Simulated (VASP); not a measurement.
**CdSe: single point with PBE**

CdSe:

```
Cd Se
1.0
     0.00000    2.63365    3.09841
     3.09841    0.00000    3.09841
     3.09841    2.63365    0.00000
Cd Se
1 1
Direct
  0.00000 0.00000 0.00000
  0.75000 0.75000 0.75000
```

This cell differs from its parent crystal: engineering shear strain xz +0.0000, normal strain along z -0.1500.

```json
{
  "Program": "VASP 6.6.1",
  "Task": "single point",
  "Functional": "PBE",
  "Potentials or basis": "VASP PAW PBE potentials, release 64 (Cd, Se)",
  "Cutoff": "520 eV",
  "k mesh": "10 × 10 × 10",
  "Occupations": "gaussian, width 0.05 eV",
  "Spin": "no spin polarisation"
}
```

The pressure is 10.1 GPa and the band gap on the k mesh is 0.55 eV.

Stress tensor (GPa, compression positive):
```
10.08  0.00  0.00
 0.00 10.19  0.00
 0.00  0.00 10.08
```

Levels at points of the mesh, in eV from the valence-band top:
| k point | band 5 | band 6 | band 7 | band 8 | band 9 | band 10 | band 11 | band 12 | band 13 | band 14 |
| --- | --- | --- | --- | --- | --- | --- | --- | --- | --- | --- |
| (0.00, 0.00, 0.00) | -8.11 | -8.04 | -0.40 | -0.40 | 0.00 | 0.55 | 5.86 | 5.86 | 5.88 | 9.89 |
| (0.50, 0.00, 0.00) | -8.01 | -7.71 | -5.19 | -1.47 | -0.80 | 2.08 | 5.66 | 7.11 | 7.71 | 9.89 |
| (0.50, 0.50, 0.00) | -8.02 | -7.74 | -5.07 | -2.27 | -1.95 | 2.95 | 4.18 | 8.76 | 9.48 | 10.78 |
| (0.50, 0.00, 0.50) | -7.98 | -7.41 | -4.07 | -2.90 | -2.90 | 2.40 | 2.60 | 10.45 | 10.46 | 10.46 |

Wall time 3 min on 1 thread of Intel Xeon 8259CL, on a shared host, peak memory 0.24 GiB.

Caveat: the cell differs from its parent crystal (engineering shear strain xz +0.0000, normal strain along z -0.1500); the cell stands under pressure; semilocal functionals underestimate gaps, and a narrow one can read as zero.
